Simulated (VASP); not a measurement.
A run of VASP 6.6.1:

File INCAR:

```
SYSTEM = Te3As4
  PREC = Accurate
  ENCUT = 600
  EDIFF = 1E-6
  ISMEAR = 0
  SIGMA = 0.1
  LREAL = .FALSE.
  LASPH = .TRUE.
  NELM = 100
  ALGO = Normal
  ISIF = 3
  LWAVE = .FALSE.
  LCHARG = .FALSE.
  GGA = PE
  IBRION = 2
  NSW = 90
  EDIFFG = -0.04
```

The input KPOINTS:

```
regular mesh
0
G
  4 4 4
  0 0 0
```

File POSCAR:

```
Te3As4
1.0
   -3.7320963900      3.7320963900      3.7320963900
    3.7320963900     -3.7320963900      3.7320963900
    3.7320963900      3.7320963900     -3.7320963900
Te As
3 4
Direct
    0.0000000000      0.5000000000      0.5000000000
    0.5000000000      0.0000000000      0.5000000000
    0.5000000000      0.5000000000      0.0000000000
    0.5000000000      0.5000000000      0.5000000000
    0.0000000000      0.0000000000      0.5000000000
    0.0000000000      0.5000000000      0.0000000000
    0.5000000000      0.0000000000      0.0000000000
```

Potentials or basis: VASP PAW PBE potentials, release 64 (Te, As).

Command:

```sh
$ cat potpaw_PBE.64/Te/POTCAR potpaw_PBE.64/As/POTCAR > POTCAR
$ mpirun -np 1 vasp_std > vasp.out
```

Hardware: 1 thread of Intel(R) Xeon(R) 6975P-C (Granite Rapids) (shared host).

Task: How long does it take, and how much memory?

Result: It took 2.5 min on 1 thread of Intel(R) Xeon(R) 6975P-C (Granite Rapids), on a shared host, peak memory 0.42 GiB. Counts: scf iterations 33, k points 8, ion steps 3.
